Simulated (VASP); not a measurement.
# Ca (Fd-3m) in VASP: single point with PBEsol

Aim: the single point of Ca with PBEsol.

All numbers are computed with VASP 6.6.1; they aren't measurements. Logs are shortened: lines on timing, memory, paths and dates and some standing lists are left out, and cuts for length are marked.

## (1) The cell of the first run

The structure is cubic, space group Fd-3m (No. 227). The conventional cell has a = 7.345 Å, b = 7.345 Å, c = 7.345 Å, α = 90.00°, β = 90.00°, γ = 90.00°. Ca (site symmetry -43m) has 4 Ca at 3.18 Å within 4.2 Å.

## (2) Single point, PBEsol

INCAR

```
SYSTEM = Ca
ALGO = Normal
EDIFF = 1E-7
ENCUT = 520
GGA = PS
ISIF = 2
ISMEAR = 0
LASPH = .TRUE.
LCHARG = .FALSE.
LREAL = .FALSE.
LWAVE = .FALSE.
NBANDS = 17
NELM = 100
PREC = Accurate
SIGMA = 0.1
```

KPOINTS

```
k-points
0
G
  4 4 4
  0 0 0
```

POSCAR

```
Ca
1.0
    0.0000000000      3.6726468674      3.6726468674
    3.6726468674      0.0000000000      3.6726468674
    3.6726468674      3.6726468674      0.0000000000
Ca
2
Direct
    0.5000000000      0.5000000000      0.5000000000
    0.7500000000      0.7500000000      0.7500000000
```

Potentials or basis: VASP PAW PBE potentials, release 64 (Ca_sv).

Launch:

```sh
$ cat potpaw_PBE.64/Ca_sv/POTCAR > POTCAR
$ mpirun -np 1 vasp_std > vasp.out
```

OUTCAR:

```text
SYSTEM = Ca
   EDIFF = 1E-7
   ENCUT = 520
   GGA = PS
   ISIF = 2
   ISMEAR = 0
   LASPH = .TRUE.
   LREAL = .FALSE.
   NELM = 100
   PREC = Accurate

 ion  position               nearest neighbor table
   1  0.500  0.500  0.500-
   2  0.750  0.750  0.750-

  LATTYP: Found a face centered cubic cell.
 ALAT       =     7.3452937348

  Lattice vectors:

 A1 = (   0.0000000000,   3.6726468674,   3.6726468674)
 A2 = (   3.6726468674,   0.0000000000,   3.6726468674)
 A3 = (   3.6726468674,   3.6726468674,   0.0000000000)

Analysis of symmetry for initial positions (statically):
=====================================================================
 Subroutine PRICEL returns:
 Original cell was already a primitive cell.

 Routine SETGRP: Setting up the symmetry group for a
 face centered cubic supercell.

 Subroutine GETGRP returns: Found 48 space group operations
 (whereof 24 operations were pure point group operations)
 out of a pool of 48 trial point group operations.

The static configuration has the point symmetry T_d .
 The point group associated with its full space group is O_h .

Analysis of symmetry for dynamics (positions and initial velocities):
=====================================================================
 Subroutine PRICEL returns:
 Original cell was already a primitive cell.

 Routine SETGRP: Setting up the symmetry group for a
 face centered cubic supercell.

 Subroutine GETGRP returns: Found 48 space group operations
 (whereof 24 operations were pure point group operations)
 out of a pool of 48 trial point group operations.

The dynamic configuration has the point symmetry T_d .
 The point group associated with its full space group is O_h .

 Subroutine INISYM returns: Found 48 space group operations
 (whereof 24 operations are pure point group operations),
 and found     1 'primitive' translations

----------------------------------------------------------------------------------------

                                     Primitive cell

  volume of cell :      99.0758

  direct lattice vectors                    reciprocal lattice vectors
     0.000000000  3.672646867  3.672646867    -0.136141594  0.136141594  0.136141594
     3.672646867  0.000000000  3.672646867     0.136141594 -0.136141594  0.136141594
     3.672646867  3.672646867  0.000000000     0.136141594  0.136141594 -0.136141594

  length of vectors
     5.193907010  5.193907010  5.193907010     0.235804158  0.235804158  0.235804158

  position of ions in fractional coordinates (direct lattice)
     0.500000000  0.500000000  0.500000000
     0.750000000  0.750000000  0.750000000

  ion indices of the primitive-cell ions
   primitive index   ion index
                 1           1
                 2           2

----------------------------------------------------------------------------------------

 KPOINTS: k-points

Automatic generation of k-mesh.
 Grid dimensions read from file:
 generate k-points for:    4    4    4

 Generating k-lattice:

  Cartesian coordinates                     Fractional coordinates (reciprocal lattice)
    -0.034035399  0.034035399  0.034035399     0.250000000  0.000000000  0.000000000
     0.034035399 -0.034035399  0.034035399     0.000000000  0.250000000  0.000000000
     0.034035399  0.034035399 -0.034035399     0.000000000  0.000000000  0.250000000

  Length of vectors
     0.058951040  0.058951040  0.058951040

  Shift w.r.t. Gamma in fractional coordinates (k-lattice)
     0.000000000  0.000000000  0.000000000

 Subroutine IBZKPT returns following result:
 ===========================================

 Found      8 irreducible k-points:

 Following reciprocal coordinates:
            Coordinates               Weight
  0.000000  0.000000  0.000000      1.000000
  0.250000  0.000000  0.000000      8.000000
  0.500000  0.000000  0.000000      4.000000
  0.250000  0.250000  0.000000      6.000000
  0.500000  0.250000  0.000000     24.000000
 -0.250000  0.250000  0.000000     12.000000
  0.500000  0.500000  0.000000      3.000000
 -0.250000  0.500000  0.250000      6.000000
   k-points           NKPTS =      8   k-points in BZ     NKDIM =      8   number of bands    NBANDS=     17
   number of dos      NEDOS =    301   number of ions     NIONS =      2
   total plane-waves  NPLWV =  64000
   dimension x,y,z NGX =    40 NGY =   40 NGZ =   40
   dimension x,y,z NGXF=    80 NGYF=   80 NGZF=   80
   ions per type =               2
   NGX,Y,Z   is equivalent  to a cutoff of  12.80, 12.80, 12.80 a.u.
   NGXF,Y,Z  is equivalent  to a cutoff of  25.61, 25.61, 25.61 a.u.
 SYSTEM =  Ca
   PREC   = accura    normal or accurate (medium, high low for compatibility)
   ISTART =      0    job   : 0-new  1-cont  2-samecut
   ICHARG =      2    charge: 1-file 2-atom 10-const
   ISPIN  =      1    spin polarized calculation?
   LNONCOLLINEAR =      F non collinear calculations
   LSORBIT =      F    spin-orbit coupling
   LASPH  =      T    aspherical Exc in radial PAW
   ENCUT  =  520.0 eV  38.22 Ry    6.18 a.u.   9.66  9.66  9.66*2*pi/ulx,y,z
   NELM   =    100;   NELMIN=  2; NELMDL= -5     # of ELM steps
   EDIFF  = 0.1E-06   stopping-criterion for ELM
   LREAL  =      F    real-space projection
   EDIFFG = 0.1E-05   stopping-criterion for IOM
   NSW    =      0    number of steps for IOM
   IBRION =     -1    ionic relax: 0-MD 1-quasi-New 2-CG
   NFREE  =      0    steps in history (QN), initial steepest desc. (CG)
   ISIF   =      2    stress and relaxation
   ISYM   =      2    0-nonsym 1-usesym 2-fastsym
   POTIM  = 0.5000    time-step for ionic-motion
   TEBEG  =    0.0;   TEEND  =   0.0 temperature during run
   PSTRESS=    0.0 pullay stress
   NELECT =      20.0000    total number of electrons
   NUPDOWN=      -1.0000    fix difference up-down
   EMIN   =  10.00;   EMAX   =-10.00  energy-range for DOS
   EFERMI =   0.00;   METHOD = LEGACY
   ISMEAR =     0;   SIGMA  =   0.10  broadening in eV -4-tet -1-fermi 0-gaus
   EFERMI_NEDOS =   21; number of points for ismear=-14 and -15
   IALGO  =     38    algorithm
   IMIX   =      4    mixing-type and parameters
     AMIX     =   0.40;   BMIX     =  1.00
     AMIX_MAG =   1.60;   BMIX_MAG =  1.00
  volume/ion in A,a.u.               =      49.54       334.30
  Fermi-wavevector in a.u.,A,eV,Ry     =   0.960349  1.814796 12.548242  0.922270
  Thomas-Fermi vector in A             =   2.089625
   LORBIT       =      0    0 simple, 1 ext, 2 COOP (PROOUT), +10 PAW based schemes
   GGA     = PS    functional components
   LHFCALC =     F    Hartree Fock is set to
   AEXX    =    0.0000 exact exchange contribution
   IVDW    =     0    specifies the selected vdW correction
   LEPSILON=     F    determine dielectric tensor
   LRPA    =     F    only Hartree local field effects (RPA)
 non-spin polarized calculation
 Gauss-broadening in eV      SIGMA  =   0.10
  energy-cutoff  :      520.00
  volume of cell :       99.08
 maximum number of plane-waves:      2698
 NGX is ok and might be reduce to    40
   NGX = 19   NGY = 19   NGZ = 19

 number of electron      20.0000003 magnetization

 Free energy of the ion-electron system (eV)
  ---------------------------------------------------
  ext. energy  EPLUGINS =         0.00000000
  ---------------------------------------------------
  free energy    TOTEN  =        -1.70665652 eV

  energy without entropy =       -1.67510742  energy(sigma->0) =       -1.69088197

 E-fermi :   1.1815     XC(G=0):  -7.2155

 val. band max:        1.1702170291   @ k =   0.5000   0.5000   0.0000
 cond. band min:       1.2342616683   @ k =   0.2500   0.2500   0.0000
 fundamental gap:      0.0640446392
 Fermi energy:         1.1814746751

 k-point     1 :       0.0000    0.0000    0.0000
  band No.  band energies     occupation
      1     -41.2855      2.00000
      2     -41.1692      2.00000
      3     -22.4491      2.00000
      4     -22.4491      2.00000
      5     -22.4491      2.00000
      6     -22.1908      2.00000
[... 9 lines left out ...]
     16       3.0127      0.00000
     17       3.0127      0.00000

 k-point     2 :       0.2500    0.0000    0.0000
  band No.  band energies     occupation
      1     -41.2733      2.00000
      2     -41.1814      2.00000
      3     -22.4641      2.00000
      4     -22.4641      2.00000
      5     -22.4471      2.00000
      6     -22.1961      2.00000
[... 9 lines left out ...]
     16       3.1035      0.00000
     17       3.1035      0.00000

 k-point     3 :       0.5000    0.0000    0.0000
  band No.  band energies     occupation
      1     -41.2565      2.00000
      2     -41.1984      2.00000
      3     -22.4777      2.00000
      4     -22.4777      2.00000
      5     -22.4456      2.00000
      6     -22.2010      2.00000
[... 9 lines left out ...]
     16       3.5916      0.00000
     17       3.5916      0.00000

 k-point     4 :       0.2500    0.2500    0.0000
  band No.  band energies     occupation
      1     -41.2685      2.00000
      2     -41.1863      2.00000
      3     -22.4804      2.00000
      4     -22.4804      2.00000
      5     -22.4130      2.00000
      6     -22.2310      2.00000
[... 9 lines left out ...]
     16       3.0009      0.00000
     17       3.0009      0.00000

 k-point     5 :       0.5000    0.2500    0.0000
  band No.  band energies     occupation
      1     -41.2480      2.00000
      2     -41.2069      2.00000
      3     -22.5041      2.00000
      4     -22.4928      2.00000
      5     -22.3847      2.00000
      6     -22.2606      2.00000
[... 9 lines left out ...]
     16       3.2405      0.00000
     17       3.4597      0.00000

 k-point     6 :      -0.2500    0.2500    0.0000
  band No.  band energies     occupation
      1     -41.2565      2.00000
      2     -41.1984      2.00000
      3     -22.5011      2.00000
      4     -22.4777      2.00000
      5     -22.4084      2.00000
      6     -22.2358      2.00000
[... 9 lines left out ...]
     16       3.0609      0.00000
     17       3.5760      0.00000

 k-point     7 :       0.5000    0.5000    0.0000
  band No.  band energies     occupation
      1     -41.2275      2.00000
      2     -41.2275      2.00000
      3     -22.5067      2.00000
      4     -22.5067      2.00000
      5     -22.3240      2.00000
      6     -22.3240      2.00000
[... 9 lines left out ...]
     16       3.2644      0.00000
     17       3.4034      0.00000

 k-point     8 :      -0.2500    0.5000    0.2500
  band No.  band energies     occupation
      1     -41.2275      2.00000
      2     -41.2275      2.00000
      3     -22.5075      2.00000
      4     -22.5075      2.00000
      5     -22.3226      2.00000
      6     -22.3226      2.00000
[... 9 lines left out ...]
     16       2.5973      0.00000
     17       4.1767      0.00000

------------------------ aborting loop because EDIFF is reached ----------------------------------------

  FORCE on cell =-STRESS in cart. coord.  units (eV):
  Direction    XX          YY          ZZ          XY          YZ          ZX
  --------------------------------------------------------------------------------------
  -------------------------------------------------------------------------------------
  Total        1.6608081      1.6608081      1.6608081     -0.0000000     -0.0000000      0.0000000
  in kB       26.8573103     26.8573103     26.8573103     -0.0000000     -0.0000000      0.0000000
  external PRESSURE =      26.8573103 kB  Pullay stress =       0.0000000 kB

 VOLUME and BASIS-vectors are now :
 -----------------------------------------------------------------------------
  energy-cutoff  :      520.00
  volume of cell :       99.08
      direct lattice vectors                 reciprocal lattice vectors
     0.000000000  3.672646867  3.672646867    -0.136141594  0.136141594  0.136141594
     3.672646867  0.000000000  3.672646867     0.136141594 -0.136141594  0.136141594
     3.672646867  3.672646867  0.000000000     0.136141594  0.136141594 -0.136141594

 POSITION                                       TOTAL-FORCE (eV/Angst)
 -----------------------------------------------------------------------------------
      3.67265      3.67265      3.67265         0.000000      0.000000      0.000000
      5.50897      5.50897      5.50897        -0.000000     -0.000000     -0.000000
 -----------------------------------------------------------------------------------
    total drift:                               -0.000000     -0.000000      0.000000

  FREE ENERGIE OF THE ION-ELECTRON SYSTEM (eV)
  ---------------------------------------------------
  free  energy   TOTEN  =        -1.7066565220 eV

  energy  without entropy=       -1.6751074237  energy(sigma->0) =       -1.69088197
```

Wall time 9.7 s (1 thread of AMD EPYC 9R45 (Zen 5), shared host); peak memory 0.19 GiB.

Results:

```yaml
Free_energy: -1.7067 eV
Pressure: 2.7 GPa
Band_gap_on_the_k_mesh: zero (band 10 reaches 1.93 eV, above the bottom of band 11 at 0.75 eV)
```

Caveat: the k points lie up to 0.37 Å⁻¹ apart; the PAW data sets were made with another functional, which shifts forces and pressure a little.
